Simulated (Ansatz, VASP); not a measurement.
## Two plane-wave programs on KF

INCAR

```
SYSTEM = KF
ALGO = Normal
EDIFF = 1E-6
ENCUT = 600
GGA = PS
GGA_COMPAT = .False.
ISIF = 2
ISMEAR = 0
ISPIN = 2
LASPH = .True.
LCHARG = .False.
LORBIT = 11
LREAL = .False.
LWAVE = .False.
MAGMOM = 0 0
NBANDS = 19
NELM = 200
PREC = Accurate
SIGMA = 0.1
```

File KPOINTS:

```
k-points
0
Gamma
  8 8 8
  0 0 0
```

POSCAR

```
KF
1.0
    0.0000000000      2.6544134050      2.6544134050
    2.6544134050      0.0000000000      2.6544134050
    2.6544134050      2.6544134050      0.0000000000
K F
1 1
Direct
    0.0000000000      0.0000000000      0.0000000000
    0.5000000000      0.5000000000      0.5000000000
```

Input for Ansatz:

```yaml
crystal:
  lattice:
    - [0.0, 2.654413405, 2.654413405]
    - [2.654413405, 0.0, 2.654413405]
    - [2.654413405, 2.654413405, 0.0]
  atoms:
    - { symbol: K, position: [0.0, 0.0, 0.0] }
    - { symbol: F, position: [0.5, 0.5, 0.5] }
basis:
  ecutwfc: 420
kpoints:
  mp_grid: { grid: [8, 8, 8] }
hamiltonian:
  xc: pbesol
scf:
  occupations: { method: gaussian, width: 0.1 }
output:
  forces: true
  stress: true
  eigenvalues: true
magnetization:
  spin_polarized: true
  initial_magnetization: 2.0
```

Alike in both runs: task single point; functional PBEsol; k mesh 8 × 8 × 8; occupations gaussian, width 0.1 eV; collinear spin.

|  | VASP | Ansatz |
| --- | --- | --- |
| version | VASP 6.6.1 | Ansatz 0.2.0 |
| potentials or method | VASP PAW PBE potentials, release 64 (K_sv, F), cutoff 600 eV | scalar-relativistic, plane waves, PAW |
| valence electrons in the cell | 16 | 16 |

Ansatz gave:

- gap on the k mesh at the Fermi level (eV): 6.15
- least direct gap on the mesh (eV): 6.15
- pressure (GPa): 0.0

Estimate VASP's values.

gap on the k mesh at the Fermi level (eV): 6.13; least direct gap on the mesh (eV): 6.13; pressure (GPa): 0.0.

VASP's potentials were made for PBE, not for PBEsol. The functional is the same, so the differences come from potentials, cutoffs and numerics. Ansatz's warnings: seeded moment not kept.
